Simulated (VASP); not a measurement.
# Pd (Fm-3m) in VASP: single point with PBEsol+D4

Aim: the single point of Pd with PBEsol+D4.

Everything below comes from runs of VASP 6.6.1. Logs are shortened: lines on timing, memory, paths and dates and some standing lists are left out, and cuts for length are marked.

### 1 The cell of the first run

It takes space group Fm-3m (No. 225, cubic). Conventional cell: a = 3.856 Å, b = 3.856 Å, c = 3.856 Å, α = 90.00°, β = 90.00°, γ = 90.00°. Pd (site symmetry m-3m) has 12 Pd at 2.73 Å within 3.6 Å.

### 2 Single point, PBEsol+D4

INCAR

```
SYSTEM = Pd
PREC = Accurate ; ENCUT = 500
EDIFF = 1E-6 ; ISMEAR = 0
SIGMA = 0.1 ; LREAL = .FALSE.
LASPH = .TRUE. ; NELM = 120
ALGO = Normal ; ISIF = 2
LWAVE = .FALSE. ; LCHARG = .FALSE.
GGA = PS ; IVDW = 13
NBANDS = 11 ; GGA_COMPAT = .FALSE.
```

KPOINTS

```
regular mesh
0
G
  18 18 18
  0 0 0
```

POSCAR

```
Pd
1.0
    0.0000000000      1.9282490068      1.9282490068
    1.9282490068      0.0000000000      1.9282490068
    1.9282490068      1.9282490068      0.0000000000
Pd
1
Direct
    0.0000000000      0.0000000000      0.0000000000
```

Potentials or basis: VASP PAW PBE potentials, release 64 (Pd).

On the command line:

```console
$ cat potpaw_PBE.64/Pd/POTCAR > POTCAR
$ mpirun -np 1 vasp_std > vasp.out
```

OUTCAR:

```text
SYSTEM = Pd
   PREC = Accurate
   ENCUT = 500
   EDIFF = 1E-6
   ISMEAR = 0
   LREAL = .FALSE.
   LASPH = .TRUE.
   NELM = 120
   ISIF = 2
   GGA = PS
   IVDW = 13

 ion  position               nearest neighbor table
   1  0.000  0.000  0.000-

  LATTYP: Found a face centered cubic cell.
 ALAT       =     3.8564980136

  Lattice vectors:

 A1 = (   0.0000000000,   1.9282490068,   1.9282490068)
 A2 = (   1.9282490068,   0.0000000000,   1.9282490068)
 A3 = (   1.9282490068,   1.9282490068,   0.0000000000)

Analysis of symmetry for initial positions (statically):
=====================================================================
 Subroutine PRICEL returns:
 Original cell was already a primitive cell.

 Routine SETGRP: Setting up the symmetry group for a
 face centered cubic supercell.

 Subroutine GETGRP returns: Found 48 space group operations
 (whereof 48 operations were pure point group operations)
 out of a pool of 48 trial point group operations.

The static configuration has the point symmetry O_h .

Analysis of symmetry for dynamics (positions and initial velocities):
=====================================================================
 Subroutine PRICEL returns:
 Original cell was already a primitive cell.

 Routine SETGRP: Setting up the symmetry group for a
 face centered cubic supercell.

 Subroutine GETGRP returns: Found 48 space group operations
 (whereof 48 operations were pure point group operations)
 out of a pool of 48 trial point group operations.

The dynamic configuration has the point symmetry O_h .

 Subroutine INISYM returns: Found 48 space group operations
 (whereof 48 operations are pure point group operations),
 and found     1 'primitive' translations

----------------------------------------------------------------------------------------

                                     Primitive cell

  volume of cell :      14.3390

  direct lattice vectors                    reciprocal lattice vectors
     0.000000000  1.928249007  1.928249007    -0.259302610  0.259302610  0.259302610
     1.928249007  0.000000000  1.928249007     0.259302610 -0.259302610  0.259302610
     1.928249007  1.928249007  0.000000000     0.259302610  0.259302610 -0.259302610

  length of vectors
     2.726955897  2.726955897  2.726955897     0.449125295  0.449125295  0.449125295

  position of ions in fractional coordinates (direct lattice)
     0.000000000  0.000000000  0.000000000

  ion indices of the primitive-cell ions
   primitive index   ion index
                 1           1

----------------------------------------------------------------------------------------

 KPOINTS: regular mesh

Automatic generation of k-mesh.
 Grid dimensions read from file:
 generate k-points for:   18   18   18

 Generating k-lattice:

  Cartesian coordinates                     Fractional coordinates (reciprocal lattice)
    -0.014405701  0.014405701  0.014405701     0.055555556  0.000000000  0.000000000
     0.014405701 -0.014405701  0.014405701     0.000000000  0.055555556  0.000000000
     0.014405701  0.014405701 -0.014405701     0.000000000  0.000000000  0.055555556

  Length of vectors
     0.024951405  0.024951405  0.024951405

  Shift w.r.t. Gamma in fractional coordinates (k-lattice)
     0.000000000  0.000000000  0.000000000

 Subroutine IBZKPT returns following result:
 ===========================================

 Found    195 irreducible k-points:

 Following reciprocal coordinates:
            Coordinates               Weight
  0.000000  0.000000  0.000000      1.000000
  0.055556  0.000000  0.000000      8.000000
  0.111111  0.000000  0.000000      8.000000
  0.166667  0.000000  0.000000      8.000000
  0.222222  0.000000  0.000000      8.000000
  0.277778  0.000000  0.000000      8.000000
[... 16 lines left out ...]
 -0.277778  0.055556  0.000000     24.000000
 -0.222222  0.055556  0.000000     24.000000
 [... further k-points ...]
   k-points           NKPTS =    195   k-points in BZ     NKDIM =    195   number of bands    NBANDS=     11
   number of dos      NEDOS =    301   number of ions     NIONS =      1
   total plane-waves  NPLWV =   8000
   dimension x,y,z NGX =    20 NGY =   20 NGZ =   20
   dimension x,y,z NGXF=    40 NGYF=   40 NGZF=   40
   ions per type =               1
   NGX,Y,Z   is equivalent  to a cutoff of  12.19, 12.19, 12.19 a.u.
   NGXF,Y,Z  is equivalent  to a cutoff of  24.39, 24.39, 24.39 a.u.
 SYSTEM =  Pd
   PREC   = accura    normal or accurate (medium, high low for compatibility)
   ISTART =      0    job   : 0-new  1-cont  2-samecut
   ICHARG =      2    charge: 1-file 2-atom 10-const
   ISPIN  =      1    spin polarized calculation?
   LNONCOLLINEAR =      F non collinear calculations
   LSORBIT =      F    spin-orbit coupling
   LASPH  =      T    aspherical Exc in radial PAW
   ENCUT  =  500.0 eV  36.75 Ry    6.06 a.u.   4.97  4.97  4.97*2*pi/ulx,y,z
   NELM   =    120;   NELMIN=  2; NELMDL= -5     # of ELM steps
   EDIFF  = 0.1E-05   stopping-criterion for ELM
   LREAL  =      F    real-space projection
   EDIFFG = 0.1E-04   stopping-criterion for IOM
   NSW    =      0    number of steps for IOM
   IBRION =     -1    ionic relax: 0-MD 1-quasi-New 2-CG
   NFREE  =      0    steps in history (QN), initial steepest desc. (CG)
   ISIF   =      2    stress and relaxation
   ISYM   =      2    0-nonsym 1-usesym 2-fastsym
   POTIM  = 0.5000    time-step for ionic-motion
   TEBEG  =    0.0;   TEEND  =   0.0 temperature during run
   PSTRESS=    0.0 pullay stress
   NELECT =      10.0000    total number of electrons
   NUPDOWN=      -1.0000    fix difference up-down
   EMIN   =  10.00;   EMAX   =-10.00  energy-range for DOS
   EFERMI =   0.00;   METHOD = LEGACY
   ISMEAR =     0;   SIGMA  =   0.10  broadening in eV -4-tet -1-fermi 0-gaus
   EFERMI_NEDOS =   21; number of points for ismear=-14 and -15
   IALGO  =     38    algorithm
   IMIX   =      4    mixing-type and parameters
     AMIX     =   0.40;   BMIX     =  1.00
     AMIX_MAG =   1.60;   BMIX_MAG =  1.00
  volume/ion in A,a.u.               =      14.34        96.76
  Fermi-wavevector in a.u.,A,eV,Ry     =   1.451783  2.743472 28.676645  2.107674
  Thomas-Fermi vector in A             =   2.569240
   LORBIT       =      0    0 simple, 1 ext, 2 COOP (PROOUT), +10 PAW based schemes
   GGA     = PS    functional components
   LHFCALC =     F    Hartree Fock is set to
   AEXX    =    0.0000 exact exchange contribution
   IVDW    =    13    specifies the selected vdW correction
   LEPSILON=     F    determine dielectric tensor
   LRPA    =     F    only Hartree local field effects (RPA)
 non-spin polarized calculation
 Gauss-broadening in eV      SIGMA  =   0.10
  energy-cutoff  :      500.00
  volume of cell :       14.34
 maximum number of plane-waves:       375
   NGX =  9   NGY =  9   NGZ =  9

 number of electron      10.0000004 magnetization

 Free energy of the ion-electron system (eV)
  ---------------------------------------------------
  ext. energy  EPLUGINS =         0.00000000
  ---------------------------------------------------
  free energy    TOTEN  =        -5.96780457 eV

  energy without entropy =       -5.95654032  energy(sigma->0) =       -5.96217245

 E-fermi :  10.1109     XC(G=0): -13.5567

 val. band max:       10.1101082415   @ k =  -0.4444   0.3889   0.1111
 cond. band min:      10.1124092599   @ k =   0.5000   0.1111   0.0000
 fundamental gap:      0.0023010184
 Fermi energy:        10.1108532938

 k-point     1 :       0.0000    0.0000    0.0000
  band No.  band energies     occupation
      1       2.6433      2.00000
      2       7.1200      2.00000
      3       7.1200      2.00000
      4       7.1200      2.00000
      5       8.8301      2.00000
      6       8.8301      2.00000
      7      27.2420      0.00000
      8      32.1753      0.00000
      9      32.1753      0.00000
     10      32.1753      0.00000
     11      36.1043      0.00000

 k-point     2 :       0.0556    0.0000    0.0000
  band No.  band energies     occupation
      1       2.7587      2.00000
      2       7.0770      2.00000
      3       7.1611      2.00000
      4       7.1611      2.00000
      5       8.8097      2.00000
      6       8.8097      2.00000
      7      27.3731      0.00000
      8      31.4130      0.00000
      9      32.3142      0.00000
     10      32.3142      0.00000
     11      36.1437      0.00000

 k-point     3 :       0.1111    0.0000    0.0000
  band No.  band energies     occupation
      1       3.0919      2.00000
      2       6.9695      2.00000
      3       7.2687      2.00000
      4       7.2687      2.00000
      5       8.7664      2.00000
      6       8.7664      2.00000
      7      27.6803      0.00000
      8      29.8642      0.00000
      9      32.7103      0.00000
     10      32.7103      0.00000
     11      36.1693      0.00000

 k-point     4 :       0.1667    0.0000    0.0000
  band No.  band energies     occupation
      1       3.5943      2.00000
      2       6.8673      2.00000
      3       7.3895      2.00000
      4       7.3895      2.00000
      5       8.7584      2.00000
      6       8.7584      2.00000
      7      27.4900      0.00000
      8      28.6110      0.00000
      9      33.2933      0.00000
     10      33.2933      0.00000
     11      36.2294      0.00000
[... 239 lines left out ...]
 k-point    22 :      -0.3333    0.0556    0.0000
  band No.  band energies     occupation
      1       4.7301      2.00000
      2       7.2110      2.00000
      3       7.2987      2.00000
      4       8.2578      2.00000
      5       9.3733      2.00000
      6      10.1182      0.91757
      7      21.1248      0.00000
      8      27.4340      0.00000
      9      31.4669      0.00000
     10      33.5610      0.00000
     11      36.1167      0.00000

 k-point    23 :      -0.2778    0.0556    0.0000
  band No.  band energies     occupation
      1       4.6874      2.00000
      2       7.2667      2.00000
      3       7.4161      2.00000
      4       7.4829      2.00000
      5       8.9981      2.00000
      6       9.6305      2.00000
      7      23.1653      0.00000
      8      27.9664      0.00000
      9      32.1295      0.00000
     10      35.0810      0.00000
     11      35.4203      0.00000

 k-point    24 :      -0.2222    0.0556    0.0000
  band No.  band energies     occupation
      1       4.3976      2.00000
      2       6.8719      2.00000
      3       7.4605      2.00000
      4       7.4983      2.00000
      5       8.6962      2.00000
      6       9.2496      2.00000
      7      25.2041      0.00000
      8      28.3877      0.00000
      9      32.5764      0.00000
     10      34.8775      0.00000
     11      35.3356      0.00000

 [... further k-points ...]

------------------------ aborting loop because EDIFF is reached ----------------------------------------

  DFT-D4 for vdW energy calculation

  Edisp (eV):   -0.29396

  FORCE on cell =-STRESS in cart. coord.  units (eV):
  Direction    XX          YY          ZZ          XY          YZ          ZX
  --------------------------------------------------------------------------------------
  -------------------------------------------------------------------------------------
  Total      -0.02457    -0.02457    -0.02457     0.00000     0.00000    -0.00000
  in kB      -2.74583    -2.74583    -2.74583     0.00000     0.00000    -0.00000
  external pressure =       -2.75 kB  Pullay stress =        0.00 kB

 VOLUME and BASIS-vectors are now :
 -----------------------------------------------------------------------------
  energy-cutoff  :      500.00
  volume of cell :       14.34
      direct lattice vectors                 reciprocal lattice vectors
     0.000000000  1.928249007  1.928249007    -0.259302610  0.259302610  0.259302610
     1.928249007  0.000000000  1.928249007     0.259302610 -0.259302610  0.259302610
     1.928249007  1.928249007  0.000000000     0.259302610  0.259302610 -0.259302610

 POSITION                                       TOTAL-FORCE (eV/Angst)
 -----------------------------------------------------------------------------------
      0.00000      0.00000      0.00000         0.000000      0.000000      0.000000
 -----------------------------------------------------------------------------------
    total drift:                                0.000000     -0.000000      0.000000

  FREE ENERGIE OF THE ION-ELECTRON SYSTEM (eV)
  ---------------------------------------------------
  free  energy   TOTEN  =        -6.2617612347 eV

  energy  without entropy=       -6.2504969794  energy(sigma->0) =       -6.25612911
```

It took 28 s on 1 thread of Intel Xeon Platinum 8488C (Sapphire Rapids), shared host; peak memory 0.14 GiB.

Results:

```
Free energy                : -6.2618 eV
Pressure                   : -0.3 GPa
Band gap on the k mesh     : zero (band 5 reaches 10.42 eV, above the bottom of band 6 at 8.76 eV)
Dispersion energy per atom : -0.294 eV
```

Caveat: the PAW data sets were made with another functional, which shifts forces and pressure a little; pairwise dispersion overbinds metals, which lowers pressure and volume.
